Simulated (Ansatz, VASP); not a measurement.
## One calculation of AlN, two programs

The input INCAR:

```
PREC = Accurate
ENCUT = 520
EDIFF = 1E-7
ISMEAR = 0
SIGMA = 0.05
LREAL = F
LASPH = T
NELM = 60
ALGO = Normal
ISIF = 2
LWAVE = F
LCHARG = F
GGA = PE
NBANDS = 16
```

File KPOINTS:

```
Automatic mesh
0
Gamma
  9 9 6
```

Contents of POSCAR:

```
AlN
1.0
    3.1298889821      0.0000000000      0.0000000000
   -1.5649444910      2.7105633695      0.0000000000
    0.0000000000      0.0000000000      5.0169562974
Al N
2 2
Direct
    0.3145786745      0.6666666667      0.0017290859
    0.6854213255      0.3333333333      0.5017290859
    0.3499209514      0.6666666667      0.3832709141
    0.6500790486      0.3333333333      0.8832709141
```

Input for Ansatz:

```yaml
crystal:
  lattice:
    - [3.1298889821, 0.0, 0.0]
    - [-1.564944491, 2.7105633695, 0.0]
    - [0.0, 0.0, 5.0169562974]
  atoms:
    - { symbol: Al, position: [0.3145786745, 0.6666666667, 0.0017290859] }
    - { symbol: Al, position: [0.6854213255, 0.3333333333, 0.5017290859] }
    - { symbol: "N", position: [0.3499209514, 0.6666666667, 0.3832709141] }
    - { symbol: "N", position: [0.6500790486, 0.3333333333, 0.8832709141] }
basis:
  ecutwfc: 520.0
kpoints:
  mp_grid: { grid: [9, 9, 6] }
hamiltonian:
  xc: pbe
  pseudopotentials: { kind: paw, azcp: { folder: soft_1 } }
scf:
  occupations: { method: gaussian, width: 0.05 }
output:
  forces: true
  stress: true
  eigenvalues: true
```

Change from the starting cell: mode 4 frozen in at -0.059 Å, equal normal strain along x, y and z +0.0000.

Alike in both runs: task single point; functional PBE; k mesh 9 × 9 × 6; occupations gaussian, width 0.05 eV; no spin polarisation.

|  | VASP | Ansatz |
| --- | --- | --- |
| version | VASP 6.6.1 | Ansatz 0.2.0 |
| potentials or method | VASP PAW PBE potentials, release 64 (Al, N), cutoff 520 eV | scalar-relativistic, plane waves, PAW |
| valence electrons in the cell | 16 | 16 |

```tsv
	VASP	Ansatz	Ansatz less VASP
gap on the k mesh at the Fermi level (eV)	4.01	4.00	-0.008
least direct gap on the mesh (eV)	4.01	4.00	-0.008
pressure (GPa)	-0.3	-0.1	+0.18
traceless stress, the component that is largest in VASP (GPa)	-0.25	-0.23	+0.015
rms of the force components (eV/Å)	0.148	0.147	-0.0006
```

Atom by atom the forces differ by 0.001 eV/Å (rms over components).
